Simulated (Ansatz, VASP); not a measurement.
One calculation of BN, two programs

```
B N
1.0
     0.00000   -1.81239   -1.86078
    -1.86078    0.00000   -1.86078
     1.86078    1.81239   -3.72157
B N
2 2
Direct
  0.99360 0.02852 0.00000
  0.50640 0.47148 0.50000
  0.36845 0.40419 0.87500
  0.88155 0.84581 0.37500
```

Change from the starting cell: mode 4 frozen in at -0.068 Å, equal normal strain along x and y +0.0267.

Alike in both runs: task single point; functional PBE; k mesh 6 × 6 × 6; occupations gaussian, width 0.05 eV; no spin polarisation.

|  | VASP | Ansatz |
| --- | --- | --- |
| version | VASP 6.6.1 | Ansatz 0.2.0 |
| potentials or method | VASP PAW PBE potentials, release 64 (B, N), cutoff 520 eV | scalar-relativistic, plane waves, PAW |
| valence electrons in the cell | 16 | 16 |

Ansatz gave:

```
gap on the k mesh at the Fermi level (eV)                     : 3.94
least direct gap on the mesh (eV)                             : 5.70
pressure (GPa)                                                : -17.9
traceless stress, the component that is largest in VASP (GPa) : 10.68
rms of the force components (eV/Å)                            : 0.426
```

Task: Which values does VASP return?

Result: gap on the k mesh at the Fermi level (eV): 3.93; least direct gap on the mesh (eV): 5.69; pressure (GPa): -17.8; traceless stress, the component that is largest in VASP (GPa): 10.69; rms of the force components (eV/Å): 0.426.

Atom by atom the forces differ by 0.000 eV/Å (rms over components).

The k mesh is coarse, so the values compare programs but aren't converged.
